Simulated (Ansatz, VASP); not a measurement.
# One calculation of MgTl2, two programs

File INCAR:

```
SYSTEM = MgTl2
PREC     = Accurate       ! precision mode
ENCUT    = 600            ! plane-wave cutoff, eV
EDIFF    = 1E-7           ! SCF threshold, eV
ISMEAR   = 0              ! smearing method
SIGMA    = 0.1            ! smearing width, eV
LREAL    = .FALSE.        ! projectors in reciprocal space
LASPH    = .TRUE.         ! aspherical terms in the spheres
NELM     = 100            ! most SCF steps
ALGO     = Fast           ! electronic algorithm
ISIF     = 3              ! what is computed and relaxed
LWAVE    = .FALSE.        ! write WAVECAR
LCHARG   = .FALSE.        ! write CHGCAR
GGA      = PE             ! functional
IBRION   = 2              ! ionic algorithm
NSW      = 100            ! ionic steps
EDIFFG   = -0.01          ! ionic threshold
```

Contents of KPOINTS:

```
regular mesh
0
G
  8 8 8
  0 0 0
```

POSCAR

```
MgTl2
1.0
    0.0000000000      4.5156559413      4.5156559413
    4.5156559413      0.0000000000      4.5156559413
    4.5156559413      4.5156559413      0.0000000000
Mg Tl
2 4
Direct
    0.5000000000      0.5000000000      0.5000000000
    0.7500000000      0.7500000000      0.7500000000
    0.1250000000      0.1250000000      0.1250000000
    0.6250000000      0.1250000000      0.1250000000
    0.1250000000      0.1250000000      0.6250000000
    0.1250000000      0.6250000000      0.1250000000
```

Input for Ansatz:

```yaml
crystal:
  lattice:
    - [0.0, 4.5156559413, 4.5156559413]
    - [4.5156559413, 0.0, 4.5156559413]
    - [4.5156559413, 4.5156559413, 0.0]
  atoms:
    - { symbol: Mg, position: [0.5, 0.5, 0.5] }
    - { symbol: Mg, position: [0.75, 0.75, 0.75] }
    - { symbol: Tl, position: [0.125, 0.125, 0.125] }
    - { symbol: Tl, position: [0.625, 0.125, 0.125] }
    - { symbol: Tl, position: [0.125, 0.125, 0.625] }
    - { symbol: Tl, position: [0.125, 0.625, 0.125] }
basis:
  ecutwfc: 420
kpoints:
  mp_grid: { grid: [8, 8, 8] }
hamiltonian:
  xc: pbe
scf:
  occupations: { method: gaussian, width: 0.1 }
output:
  forces: true
  stress: true
  eigenvalues: true
relax:
  adjacent_minimum: "off"
  f_tol: 0.01
  max_steps: 80
  cell: { stress_tol: 0.05 }
```

Alike in both runs: task relaxation of cell and atoms; functional PBE; k mesh 8 × 8 × 8; occupations gaussian, width 0.1 eV; no spin polarisation.

|  | VASP | Ansatz |
| --- | --- | --- |
| version | VASP 6.6.1 | Ansatz 0.2.0 |
| potentials or method | VASP PAW PBE potentials, release 64 (Mg, Tl_d), cutoff 600 eV | scalar-relativistic, plane waves, PAW |
| valence electrons in the cell | 56 | 72 |

VASP gave:

- gap on the k mesh at the Fermi level, each at its own relaxed structure (eV): none
- relaxed volume (Å³/atom): 31.08
- relaxed length of the cell vector where the two differ most in proportion (Å): 6.413

Task: Which values does Ansatz return?

Result: gap on the k mesh at the Fermi level, each at its own relaxed structure (eV): none; relaxed volume (Å³/atom): 31.11; relaxed length of the cell vector where the two differ most in proportion (Å): 6.415.

A gap of «none» marks a metal or a gap that the smearing closes. VASP's potentials hold 56 valence electrons a cell and Ansatz's 72, so a difference there can come from the potentials and not from the codes.

Spin-orbit coupling is off throughout.
